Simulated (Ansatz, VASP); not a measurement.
# One calculation of BeSe, two programs

The input INCAR:

```
PREC     = Accurate       # precision mode
ENCUT    = 600            # plane-wave cutoff, eV
EDIFF    = 1E-6           # SCF threshold, eV
ISMEAR   = 0              # smearing method
SIGMA    = 0.02           # smearing width, eV
LREAL    = False          # projectors in reciprocal space
LASPH    = True           # aspherical terms in the spheres
NELM     = 120            # most SCF steps
ALGO     = Normal         # electronic algorithm
ISIF     = 2              # what is computed and relaxed
LWAVE    = False          # write WAVECAR
LCHARG   = False          # write CHGCAR
GGA      = PE             # functional
NBANDS   = 11             # bands
GGA_COMPAT= False
```

KPOINTS

```
Automatic mesh
0
Gamma
  8 8 8
```

POSCAR

```
BeSe
1.0
    0.0000000000      2.5889059304      2.5889059304
    2.5889059304      0.0000000000      2.5889059304
    2.5889059304      2.5889059304      0.0000000000
Be Se
1 1
Direct
    0.0000000000      0.0000000000      0.0000000000
    0.2500000000      0.2500000000      0.2500000000
```

Input for Ansatz:

```yaml
crystal:
  lattice:
    - [0.0, 2.5889059304, 2.5889059304]
    - [2.5889059304, 0.0, 2.5889059304]
    - [2.5889059304, 2.5889059304, 0.0]
  atoms:
    - { symbol: Be, position: [0.0, 0.0, 0.0] }
    - { symbol: Se, position: [0.25, 0.25, 0.25] }
basis:
  ecutwfc: 420
kpoints:
  mp_grid: { grid: [8, 8, 8] }
  band_path:
    path:
      - [[0.0, 0.0, 0.0], [-0.5, -0.5, 0.0], [-0.375, -0.375, 0.25]]
      - [[-0.375, 0.0, 0.375], [0.0, 0.0, 0.0], [0.0, 0.0, 0.5], [-0.5, -0.25, 0.25], [-0.5, -0.5, 0.0]]
    npoints: 10
hamiltonian:
  xc: pbe
  pseudopotentials: { kind: paw }
scf:
  occupations: { method: gaussian, width: 0.02 }
  n_extra_bands: 7
output:
  forces: true
  stress: true
  eigenvalues: true
```

Alike in both runs: task single point; functional PBE; k mesh 8 × 8 × 8; occupations gaussian, width 0.02 eV; no spin polarisation.

|  | VASP | Ansatz |
| --- | --- | --- |
| version | VASP 6.6.1 | Ansatz 0.2.0 |
| potentials or method | VASP PAW PBE potentials, release 64 (Be, Se), cutoff 600 eV | scalar-relativistic, plane waves, PAW |
| valence electrons in the cell | 8 | 18 |

|  | VASP | Ansatz | Ansatz less VASP |
| --- | --- | --- | --- |
| gap on the k mesh at the Fermi level (eV) | 2.66 | 2.67 | +0.011 |
| least direct gap on the mesh (eV) | 4.22 | 4.22 | +0.001 |
| pressure (GPa) | 0.2 | 0.0 | -0.18 |

The functional is the same, so the differences come from potentials, cutoffs and numerics. VASP's potentials hold 8 valence electrons a cell and Ansatz's 18, so a difference there can come from the potentials and not from the codes.
